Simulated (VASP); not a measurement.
Set up this calculation in VASP 6.6.1, as the native input.

```yaml
Task: single point
Functional: PBE
Dispersion: D3(BJ)
Potentials_or_basis: VASP PAW PBE potentials, release 64 (Te, Mo_sv)
Cutoff: 520 eV
k_mesh: 10 × 10 × 2
Occupations: gaussian, width 0.05 eV
Spin: no spin polarisation
Dipole_correction: no
Further_INCAR_settings: ALGO = Normal; EDIFF = 1e-07; NBANDS = 35
```

The structure of Te2Mo lies in POSCAR:

```
Te2Mo
1.0
    3.4193322328      0.0000000000      0.0000000000
   -1.7096661164      2.9612285776      0.0000000000
    0.0000000000      0.0000000000     13.1799073352
Te Mo
4 2
Direct
    0.3333333333      0.6666666667      0.6113673434
    0.6666666667      0.3333333333      0.1113673434
    0.3333333333      0.6666666667      0.8886326566
    0.6666666667      0.3333333333      0.3886326566
    0.3333333333      0.6666666667      0.2500000000
    0.6666666667      0.3333333333      0.7500000000
```

This cell differs from its parent crystal: volume scaled by 0.920.

One way to write it, as run:

INCAR

```
ALGO = Normal ; EDIFF = 1E-7
ENCUT = 520 ; GGA = PE
ISIF = 2 ; ISMEAR = 0
IVDW = 12 ; LASPH = T
LCHARG = F ; LREAL = F
LWAVE = F ; NBANDS = 35
NELM = 100 ; PREC = Accurate
SIGMA = 0.05
```

KPOINTS

```
k-points
0
Gamma
  10 10 2
```

Potentials or basis: VASP PAW PBE potentials, release 64 (Te, Mo_sv).

Run with:

```bash
$ cat potpaw_PBE.64/Te/POTCAR potpaw_PBE.64/Mo_sv/POTCAR > POTCAR
$ mpirun -np 1 vasp_std > vasp.out
```

Results of the run:

* Pressure: 5.3 GPa
* Largest force: 0.014 eV/Å
* Band gap on the k mesh: 0.19 eV, indirect (least direct gap 0.82 eV)
* Dispersion energy per atom: -0.602 eV

Caveat: spin-orbit coupling is left out, which moves the levels of the heavy elements.

Run time: 3.1 min on 1 thread of Intel(R) Xeon(R) Platinum 8259CL CPU @ 2.50GHz (Skylake/Cascade Lake), with other jobs on the host, peak memory 0.32 GiB.
